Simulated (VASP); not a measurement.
A run of VASP 6.6.1:

INCAR

```
SYSTEM = Zr3PdSe4
  ALGO = Normal
  EDIFF = 1E-6
  ENCUT = 520
  GGA = PE
  ISIF = 2
  ISMEAR = 0
  KPAR = 4
  LASPH = .True.
  LCHARG = .True.
  LREAL = .False.
  LVHAR = .True.
  LWAVE = .False.
  NBANDS = 45
  NELM = 60
  PREC = Accurate
  SIGMA = 0.01
```

File KPOINTS:

```
k-points
0
Gamma
  12 12 12
  0 0 0
```

Contents of POSCAR:

```
Zr3PdSe4
1.0
    2.3684024615      1.3673977987      7.7218055741
   -2.3684024615      1.3673977987      7.7218055741
    0.0000000000     -2.7347955974      7.7218055741
Zr Pd Se
3 1 4
Direct
    0.2548721246      0.2548721246      0.2548721246
    0.7451278754      0.7451278754      0.7451278754
    0.5000000000      0.5000000000      0.5000000000
    0.0000000000      0.0000000000      0.0000000000
    0.6189135429      0.6189135429      0.6189135429
    0.1319263586      0.1319263586      0.1319263586
    0.8680736414      0.8680736414      0.8680736414
    0.3810864571      0.3810864571      0.3810864571
```

Potentials or basis: VASP PAW PBE potentials, release 64 (Zr_sv, Pd, Se).

Launch:

```bash
$ cat potpaw_PBE.64/Zr_sv/POTCAR potpaw_PBE.64/Pd/POTCAR potpaw_PBE.64/Se/POTCAR > POTCAR
$ mpirun -np 4 vasp_std > vasp.out
```

Hardware: 4 MPI ranks on Intel(R) Xeon(R) Platinum 8375C CPU @ 2.90GHz (Ice Lake) (shared host).

**Question.** Estimate the wall time of this run.

**Answer.** It took 23 min on 4 MPI ranks on Intel(R) Xeon(R) Platinum 8375C CPU @ 2.90GHz (Ice Lake), with other jobs on the host, peak memory 1.4 GiB a rank. Counts: scf iterations 15, k points 189.
